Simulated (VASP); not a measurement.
# V in VASP: notebook, part 2 of 2

VASP 6.6.1. Earlier steps stand in the parts before.

### Step 6. Single point, PBEsol (strain +0.030 along x and y, +0.030 along z)

INCAR

```
PREC = Accurate ; ENCUT = 520
EDIFF = 1E-6 ; ISMEAR = 0
SIGMA = 0.15 ; LREAL = False
LASPH = True ; NELM = 80
ALGO = Normal ; ISIF = 2
LWAVE = False ; LCHARG = False
GGA = PS ; NBANDS = 12
```

KPOINTS

```
regular mesh
0
Gamma
  22 22 22
```

POSCAR

```
V
1.0
   -1.5583900000      1.5583900000      1.5583900000
    1.5583900000     -1.5583900000      1.5583900000
    1.5583900000      1.5583900000     -1.5583900000
V
1
Direct
    0.0000000000      0.0000000000      0.0000000000
```

Potentials or basis: VASP PAW PBE potentials, release 64 (V_sv).

Launch:

```bash
$ cat potpaw_PBE.64/V_sv/POTCAR > POTCAR
$ mpirun -np 1 vasp_std > vasp.out
```

OUTCAR:

```text
PREC = Accurate
   ENCUT = 520
   EDIFF = 1E-6
   ISMEAR = 0
   LREAL = False
   LASPH = True
   NELM = 80
   ISIF = 2
   GGA = PS

 ion  position               nearest neighbor table
   1  0.000  0.000  0.000-

  LATTYP: Found a body centered cubic cell.
 ALAT       =     3.1167800000

  Lattice vectors:

 A1 = (  -1.5583900000,   1.5583900000,   1.5583900000)
 A2 = (   1.5583900000,  -1.5583900000,   1.5583900000)
 A3 = (   1.5583900000,   1.5583900000,  -1.5583900000)

Analysis of symmetry for initial positions (statically):
=====================================================================
 Subroutine PRICEL returns:
 Original cell was already a primitive cell.

 Routine SETGRP: Setting up the symmetry group for a
 body centered cubic supercell.

 Subroutine GETGRP returns: Found 48 space group operations
 (whereof 48 operations were pure point group operations)
 out of a pool of 48 trial point group operations.

The static configuration has the point symmetry O_h .

Analysis of symmetry for dynamics (positions and initial velocities):
=====================================================================
 Subroutine PRICEL returns:
 Original cell was already a primitive cell.

 Routine SETGRP: Setting up the symmetry group for a
 body centered cubic supercell.

 Subroutine GETGRP returns: Found 48 space group operations
 (whereof 48 operations were pure point group operations)
 out of a pool of 48 trial point group operations.

The dynamic configuration has the point symmetry O_h .

 Subroutine INISYM returns: Found 48 space group operations
 (whereof 48 operations are pure point group operations),
 and found     1 'primitive' translations

----------------------------------------------------------------------------------------

                                     Primitive cell

  volume of cell :      15.1387

[... 107 lines left out ...]
  volume/ion in A,a.u.               =      15.14       102.16
  Fermi-wavevector in a.u.,A,eV,Ry     =   1.556060  2.940528 32.944115  2.421324
  Thomas-Fermi vector in A             =   2.659911
   LORBIT       =      0    0 simple, 1 ext, 2 COOP (PROOUT), +10 PAW based schemes
   GGA     = PS    functional components
   LHFCALC =     F    Hartree Fock is set to
   AEXX    =    0.0000 exact exchange contribution
   IVDW    =     0    specifies the selected vdW correction
   LEPSILON=     F    determine dielectric tensor
   LRPA    =     F    only Hartree local field effects (RPA)
 non-spin polarized calculation
 Gauss-broadening in eV      SIGMA  =   0.15
  energy-cutoff  :      520.00
  volume of cell :       15.14
 maximum number of plane-waves:       420
   NGX =  9   NGY =  9   NGZ =  9

 number of electron      13.0000007 magnetization

 Free energy of the ion-electron system (eV)
  ---------------------------------------------------
  ext. energy  EPLUGINS =         0.00000000
  ---------------------------------------------------
  free energy    TOTEN  =        -9.47145130 eV

  energy without entropy =       -9.44809641  energy(sigma->0) =       -9.45977386

 E-fermi :   8.1870     XC(G=0): -12.4294

 val. band max:        8.1843059674   @ k =  -0.3636   0.4545   0.0455
 cond. band min:       8.1891302683   @ k =  -0.1818   0.1818   0.0455
 fundamental gap:      0.0048243008
 Fermi energy:         8.1870064316

 k-point     1 :       0.0000    0.0000    0.0000
  band No.  band energies     occupation
      1     -55.4460      2.00000
      2     -29.0053      2.00000
      3     -29.0053      2.00000
      4     -29.0053      2.00000
      5       1.8687      2.00000
      6       8.5623      0.00040
      7       8.5623      0.00040
      8       8.5623      0.00040
      9      10.2867      0.00000
     10      10.2867      0.00000
     11      27.7621      0.00000
     12      27.7621      0.00000
[... 331 lines left out ...]
 k-point    24 :       0.1364    0.0909   -0.0000
  band No.  band energies     occupation
      1     -55.4035      2.00000
      2     -29.2203      2.00000
      3     -29.0617      2.00000
      4     -29.0217      2.00000
      5       3.2069      2.00000
      6       8.1358      1.37065
      7       8.2298      0.68666
      8       9.5252      0.00000
      9       9.9070      0.00000
     10      10.3936      0.00000
     11      24.9307      0.00000
     12      26.0139      0.00000

 [... further k-points ...]
[... 5 lines left out ...]
  --------------------------------------------------------------------------------------
  -------------------------------------------------------------------------------------
  Total       -2.1288234     -2.1288234     -2.1288234      0.0000000      0.0000000      0.0000000
  in kB     -225.3002948   -225.3002948   -225.3002948      0.0000000      0.0000000      0.0000000
  external PRESSURE =    -225.3002948 kB  Pullay stress =       0.0000000 kB

 VOLUME and BASIS-vectors are now :
 -----------------------------------------------------------------------------
  energy-cutoff  :      520.00
  volume of cell :       15.14
      direct lattice vectors                 reciprocal lattice vectors
    -1.558390000  1.558390000  1.558390000     0.000000000  0.320843948  0.320843948
     1.558390000 -1.558390000  1.558390000     0.320843948  0.000000000  0.320843948
     1.558390000  1.558390000 -1.558390000     0.320843948  0.320843948  0.000000000

 POSITION                                       TOTAL-FORCE (eV/Angst)
 -----------------------------------------------------------------------------------
      0.00000      0.00000      0.00000        -0.000000      0.000000      0.000000
 -----------------------------------------------------------------------------------
    total drift:                                0.000000     -0.000000      0.000000

  FREE ENERGIE OF THE ION-ELECTRON SYSTEM (eV)
  ---------------------------------------------------
  free  energy   TOTEN  =        -9.4714513015 eV

  energy  without entropy=       -9.4480964114  energy(sigma->0) =       -9.45977386
```

Wall time 37 s (1 thread of AMD EPYC 7R43 (Zen 3), shared host); peak memory 0.13 GiB.

Results:

- Free energy: -9.4715 eV
- Pressure: -22.5 GPa

Caveat: the cell differs from its parent crystal (strain +0.030 along x and y, +0.030 along z); the PAW data sets were made with another functional, which shifts forces and pressure a little.

### Step 7. Overview

| cell | gap on the mesh (eV) | pressure (GPa) |
| --- | --- | --- |
| a = 2.582 Å, angles 110.7, 110.7, 107.0°, 1 atom | none | -3.6 |
| a = 2.542 Å, angles 109.5°, 1 atom | none | 5.2 |
| a = 2.581 Å, angles 109.5°, 1 atom | none | -3.9 |
| a = 2.660 Å, angles 109.5°, 1 atom | none | -17.6 |
| a = 2.699 Å, angles 109.5°, 1 atom | none | -22.5 |

Alike in all rows: task single point; level PBEsol; potentials or basis VASP PAW PBE potentials, release 64 (V_sv); no spin polarisation; k mesh 22 × 22 × 22; cutoff (eV) 520; smearing gaussian 0.15 eV.

Caveats: the PAW data sets were made with another functional, which shifts forces and pressure a little.

Total energies depend on the potentials used, so only differences within one code and one set of settings carry meaning.
